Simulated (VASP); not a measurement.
# GaN (I-4m2) in VASP: single point with HSE06

Aim: the single point of GaN with HSE06.

Everything below comes from runs of VASP 6.6.1. Logs are shortened: lines on timing, memory, paths and dates and some standing lists are left out, and cuts for length are marked.

**1. The cell of the first run**

It takes space group I-4m2 (No. 119, tetragonal). Conventional cell: a = 3.333 Å, b = 3.333 Å, c = 4.249 Å, α = 90.00°, β = 90.00°, γ = 90.00°. Within 2.6 Å of Ga (site symmetry -4m2) lie 4 N at 1.98 Å. N (site symmetry -4m2) has 4 Ga at 1.98 Å within 2.6 Å.

**2. Single point, HSE06 (epitaxial xy strain +4.8%)**

The input, POSCAR:

```
GaN
1.0
    0.0000000000      2.3571272452      2.1247222485
    2.3571272452      0.0000000000      2.1247222485
    2.3571272452      2.3571272452      0.0000000000
Ga N
1 1
Direct
    0.0000000000      0.0000000000      0.0000000000
    0.7500000000      0.7500000000      0.7500000000
```

The input, INCAR.step1:

```
PREC = Accurate ; ENCUT = 520
EDIFF = 1E-5 ; ISMEAR = 0
SIGMA = 0.01 ; LREAL = F
LASPH = T ; NELM = 60
ALGO = Normal ; ISIF = 2
LWAVE = T ; LCHARG = F
GGA = PE ; NBANDS = 16
```

The input, INCAR.step2:

```
PREC = Accurate ; ENCUT = 520
EDIFF = 1E-7 ; ISMEAR = 0
SIGMA = 0.01 ; LREAL = F
LASPH = T ; NELM = 60
ALGO = Normal ; ISIF = 2
LWAVE = F ; LCHARG = F
GGA = PE ; LHFCALC = T
HFSCREEN = 0.2079 ; PRECFOCK = Normal
ISTART = 1 ; NBANDS = 16
```

The input, KPOINTS:

```
regular mesh
0
Gamma
  6 6 6
```

Potentials or basis: VASP PAW PBE potentials, release 64 (Ga_d, N).

Command:

```bash
$ cat potpaw_PBE.64/Ga_d/POTCAR potpaw_PBE.64/N/POTCAR > POTCAR
$ cp INCAR.step1 INCAR
$ mpirun -np 1 vasp_std > vasp.out
$ cp INCAR.step2 INCAR
$ mpirun -np 1 vasp_std > vasp.out
```

OUTCAR:

```text
PREC = Accurate
   ENCUT = 520
   EDIFF = 1E-7
   ISMEAR = 0
   LREAL = F
   LASPH = T
   NELM = 60
   ISIF = 2
   GGA = PE
   LHFCALC = T
   HFSCREEN = 0.2079
   PRECFOCK = Normal
   ISTART = 1

 ion  position               nearest neighbor table
   1  0.000  0.000  0.000-   2 1.98   2 1.98   2 1.98   2 1.98
   2  0.750  0.750  0.750-   1 1.98   1 1.98   1 1.98   1 1.98

  LATTYP: Found a body centered tetragonal cell.
 ALAT       =     3.3334813184
 C/A-ratio  =     1.2747767547

  Lattice vectors:

 A1 = (   0.0000000000,  -2.3571272452,  -2.1247222485)
 A2 = (   0.0000000000,   2.3571272452,  -2.1247222485)
 A3 = (   2.3571272452,   0.0000000000,   2.1247222485)

Analysis of symmetry for initial positions (statically):
=====================================================================
 Subroutine PRICEL returns:
 Original cell was already a primitive cell.

 Routine SETGRP: Setting up the symmetry group for a
 body centered tetragonal supercell.

 Subroutine GETGRP returns: Found  8 space group operations
 (whereof  8 operations were pure point group operations)
 out of a pool of 16 trial point group operations.

The static configuration has the point symmetry D_2d.

Analysis of symmetry for dynamics (positions and initial velocities):
=====================================================================
 Subroutine PRICEL returns:
 Original cell was already a primitive cell.

 Routine SETGRP: Setting up the symmetry group for a
 body centered tetragonal supercell.

 Subroutine GETGRP returns: Found  8 space group operations
 (whereof  8 operations were pure point group operations)
 out of a pool of 16 trial point group operations.

The dynamic configuration has the point symmetry D_2d.

 Subroutine INISYM returns: Found  8 space group operations
 (whereof  8 operations are pure point group operations),
 and found     1 'primitive' translations

----------------------------------------------------------------------------------------

                                     Primitive cell

  volume of cell :      23.6101

  direct lattice vectors                    reciprocal lattice vectors
     0.000000000  2.357127245  2.124722248    -0.212122617  0.212122617  0.235324876
     2.357127245  0.000000000  2.124722248     0.212122617 -0.212122617  0.235324876
     2.357127245  2.357127245  0.000000000     0.212122617  0.212122617 -0.235324876

  length of vectors
     3.173404084  3.173404084  3.333481318     0.381273926  0.381273926  0.381273926

  position of ions in fractional coordinates (direct lattice)
     0.000000000  0.000000000  0.000000000
     0.750000000  0.750000000  0.750000000

  ion indices of the primitive-cell ions
   primitive index   ion index
                 1           1
                 2           2

----------------------------------------------------------------------------------------

 KPOINTS: regular mesh

Automatic generation of k-mesh.
 Grid dimensions read from file:
 generate k-points for:    6    6    6

 Generating k-lattice:

  Cartesian coordinates                     Fractional coordinates (reciprocal lattice)
    -0.035353770  0.035353770  0.039220813     0.166666667 -0.000000000  0.000000000
     0.035353770 -0.035353770  0.039220813    -0.000000000  0.166666667  0.000000000
     0.035353770  0.035353770 -0.039220813     0.000000000  0.000000000  0.166666667

  Length of vectors
     0.063545654  0.063545654  0.063545654

  Shift w.r.t. Gamma in fractional coordinates (k-lattice)
     0.000000000  0.000000000  0.000000000

 Subroutine IBZKPT returns following result:
 ===========================================

 Found     30 irreducible k-points:

 Following reciprocal coordinates:
            Coordinates               Weight
  0.000000  0.000000  0.000000      1.000000
  0.166667  0.000000  0.000000      8.000000
  0.333333  0.000000  0.000000      8.000000
  0.500000  0.000000  0.000000      4.000000
  0.166667  0.166667  0.000000      2.000000
  0.333333  0.166667  0.000000      8.000000
[... 16 lines left out ...]
  0.333333  0.000000  0.333333      4.000000
  0.500000 -0.000000  0.333333     16.000000
 [... further k-points ...]
   k-points           NKPTS =     30   k-points in BZ     NKDIM =    216   number of bands    NBANDS=     16
   number of dos      NEDOS =    301   number of ions     NIONS =      2
   total plane-waves  NPLWV =  16128
   dimension x,y,z NGX =    24 NGY =   24 NGZ =   28
   dimension x,y,z NGXF=    48 NGYF=   48 NGZF=   56
   ions per type =               1   1
   NGX,Y,Z   is equivalent  to a cutoff of  12.57, 12.57, 13.96 a.u.
   NGXF,Y,Z  is equivalent  to a cutoff of  25.15, 25.15, 27.93 a.u.
 SYSTEM =  unknown system
   PREC   = accura    normal or accurate (medium, high low for compatibility)
   ISTART =      1    job   : 0-new  1-cont  2-samecut
   ICHARG =      0    charge: 1-file 2-atom 10-const
   ISPIN  =      1    spin polarized calculation?
   LNONCOLLINEAR =      F non collinear calculations
   LSORBIT =      F    spin-orbit coupling
   LASPH  =      T    aspherical Exc in radial PAW
   ENCUT  =  520.0 eV  38.22 Ry    6.18 a.u.   5.90  5.90  6.20*2*pi/ulx,y,z
   NELM   =     60;   NELMIN=  2; NELMDL=  0     # of ELM steps
   EDIFF  = 0.1E-06   stopping-criterion for ELM
   LREAL  =      F    real-space projection
   EDIFFG = 0.1E-05   stopping-criterion for IOM
   NSW    =      0    number of steps for IOM
   IBRION =     -1    ionic relax: 0-MD 1-quasi-New 2-CG
   NFREE  =      0    steps in history (QN), initial steepest desc. (CG)
   ISIF   =      2    stress and relaxation
   ISYM   =      3    0-nonsym 1-usesym 2-fastsym
   POTIM  = 0.5000    time-step for ionic-motion
   TEBEG  =    0.0;   TEEND  =   0.0 temperature during run
   PSTRESS=    0.0 pullay stress
   NELECT =      18.0000    total number of electrons
   NUPDOWN=      -1.0000    fix difference up-down
   EMIN   =  10.00;   EMAX   =-10.00  energy-range for DOS
   EFERMI =   0.00;   METHOD = LEGACY
   ISMEAR =     0;   SIGMA  =   0.01  broadening in eV -4-tet -1-fermi 0-gaus
   EFERMI_NEDOS =   21; number of points for ismear=-14 and -15
   IALGO  =     38    algorithm
   IMIX   =      1    mixing-type and parameters
     AMIX     =   0.40;   BMIX     =  1.00
     AMIX_MAG =   1.60;   BMIX_MAG =  1.00
  volume/ion in A,a.u.               =      11.81        79.66
  Fermi-wavevector in a.u.,A,eV,Ry     =   1.495545  2.826171 30.431552  2.236656
  Thomas-Fermi vector in A             =   2.607676
   LORBIT       =      0    0 simple, 1 ext, 2 COOP (PROOUT), +10 PAW based schemes
   GGA     = PE    functional components
   LHFCALC =     T    Hartree Fock is set to
   PRECFOCK=normal    Normal, Fast or Accurate (Low or Medium for compatibility)
   ENCUT4O =  -1.0   cutoff for four orbital integrals eV
   NKREDX  =     1    reduce k-point grid by
   NKREDY  =     1    reduce k-point grid by
   NKREDZ  =     1    reduce k-point grid by
   AEXX    =    0.2500 exact exchange contribution
   HFSCREEN=    0.2079 screening length (either q_TF or 0.3 A-1)
   HFSCREENC=   0.2079 screening length for correlation (either q_TF or 0.3 A-1)
   ENCUTFOCK=  -1.0 apply spherical cutoff to Coloumb kernel
   IVDW    =     0    specifies the selected vdW correction
   LEPSILON=     F    determine dielectric tensor
   LRPA    =     F    only Hartree local field effects (RPA)
 non-spin polarized calculation
 Gauss-broadening in eV      SIGMA  =   0.01
  energy-cutoff  :      520.00
  volume of cell :       23.61
 maximum number of plane-waves:       652
  NGX = 18; NGY = 18; NGZ = 20

 number of electron      17.9999994 magnetization

 Free energy of the ion-electron system (eV)
  ---------------------------------------------------
  ext. energy  EPLUGINS =         0.00000000
  ---------------------------------------------------
  free energy    TOTEN  =       -14.65669842 eV

  energy without entropy =      -14.65669842  energy(sigma->0) =      -14.65669842

 E-fermi :   4.5140     XC(G=0):  -9.4446

 val. band max:        4.4096546353   @ k =   0.0000   0.0000   0.0000
 cond. band min:       6.8582422390   @ k =   0.0000   0.0000   0.0000
 fundamental gap:      2.4485876037
 Fermi energy:         4.5140301224

 k-point     1 :       0.0000    0.0000    0.0000
  band No.  band energies     occupation
      1     -13.0114      2.00000
      2     -11.4795      2.00000
      3     -11.4795      2.00000
      4     -11.3930      2.00000
      5     -11.1724      2.00000
      6     -11.1710      2.00000
[... 8 lines left out ...]
     15      23.3176      0.00000
     16      23.3176      0.00000

 k-point     2 :       0.1667    0.0000    0.0000
  band No.  band energies     occupation
      1     -12.7987      2.00000
      2     -11.4512      2.00000
      3     -11.4020      2.00000
      4     -11.2580      2.00000
      5     -11.1672      2.00000
      6     -11.1477      2.00000
[... 8 lines left out ...]
     15      21.6405      0.00000
     16      24.3711      0.00000

 k-point     3 :       0.3333    0.0000    0.0000
  band No.  band energies     occupation
      1     -12.5771      2.00000
      2     -11.4150      2.00000
      3     -11.3547      2.00000
      4     -11.1862      2.00000
      5     -11.1339      2.00000
      6     -10.3029      2.00000
[... 8 lines left out ...]
     15      23.2921      0.00000
     16      23.8790      0.00000

 k-point     4 :       0.5000    0.0000    0.0000
  band No.  band energies     occupation
      1     -12.5451      2.00000
      2     -11.4079      2.00000
      3     -11.3449      2.00000
      4     -11.1711      2.00000
      5     -11.1050      2.00000
      6      -9.4661      2.00000
[... 8 lines left out ...]
     15      25.5339      0.00000
     16      25.5387      0.00000
[... 324 lines left out ...]
 k-point    22 :      -0.3333    0.5000    0.1667
  band No.  band energies     occupation
      1     -12.4864      2.00000
      2     -11.3543      2.00000
      3     -11.2893      2.00000
      4     -11.2010      2.00000
      5     -11.1105      2.00000
      6      -8.5398      2.00000
[... 8 lines left out ...]
     15      26.2383      0.00000
     16      28.0712      0.00000

 k-point    23 :       0.3333    0.0000    0.3333
  band No.  band energies     occupation
      1     -12.5012      2.00000
      2     -11.2927      2.00000
      3     -11.2778      2.00000
      4     -11.2462      2.00000
      5     -11.1419      2.00000
      6     -10.0952      2.00000
[... 8 lines left out ...]
     15      26.2209      0.00000
     16      29.8840      0.00000

 k-point    24 :       0.5000   -0.0000    0.3333
  band No.  band energies     occupation
      1     -12.4755      2.00000
      2     -11.3219      2.00000
      3     -11.2505      2.00000
      4     -11.2219      2.00000
      5     -11.1378      2.00000
      6      -9.2337      2.00000
[... 8 lines left out ...]
     15      27.0094      0.00000
     16      27.5320      0.00000

 [... further k-points ...]

------------------------ aborting loop because EDIFF is reached ----------------------------------------

  FORCE on cell =-STRESS in cart. coord.  units (eV):
  Direction    XX          YY          ZZ          XY          YZ          ZX
  --------------------------------------------------------------------------------------
  -------------------------------------------------------------------------------------
  Total       -1.6782157     -1.6782157      0.0034882      0.0000000      0.0000000      0.0000000
  in kB     -113.8833239   -113.8833239      0.2367110      0.0000000      0.0000000      0.0000000
  external PRESSURE =     -75.8433123 kB  Pullay stress =       0.0000000 kB

 VOLUME and BASIS-vectors are now :
 -----------------------------------------------------------------------------
  energy-cutoff  :      520.00
  volume of cell :       23.61
      direct lattice vectors                 reciprocal lattice vectors
     0.000000000  2.357127245  2.124722248    -0.212122617  0.212122617  0.235324876
     2.357127245  0.000000000  2.124722248     0.212122617 -0.212122617  0.235324876
     2.357127245  2.357127245  0.000000000     0.212122617  0.212122617 -0.235324876

 POSITION                                       TOTAL-FORCE (eV/Angst)
 -----------------------------------------------------------------------------------
      0.00000      0.00000      0.00000         0.000000      0.000000     -0.000000
      3.53569      3.53569      3.18708        -0.000000     -0.000000      0.000000
 -----------------------------------------------------------------------------------
    total drift:                               -0.000004     -0.000005     -0.000003

  FREE ENERGIE OF THE ION-ELECTRON SYSTEM (eV)
  ---------------------------------------------------
  free  energy   TOTEN  =       -14.6566984194 eV

  energy  without entropy=      -14.6566984194  energy(sigma->0) =      -14.65669842
```

It took 41 min on 1 thread of Intel Xeon Platinum 8488C (Sapphire Rapids), shared host; peak memory 0.26 GiB.

Results:

```yaml
Free_energy: -14.6567 eV
Pressure: -7.6 GPa
Band_gap_on_the_k_mesh: 2.45 eV
```

Caveat: the cell differs from its parent crystal (epitaxial xy strain +4.8%); the stress differs along the axes, from -11 to 0 GPa; the PAW data sets were made with another functional, which shifts forces and pressure a little.
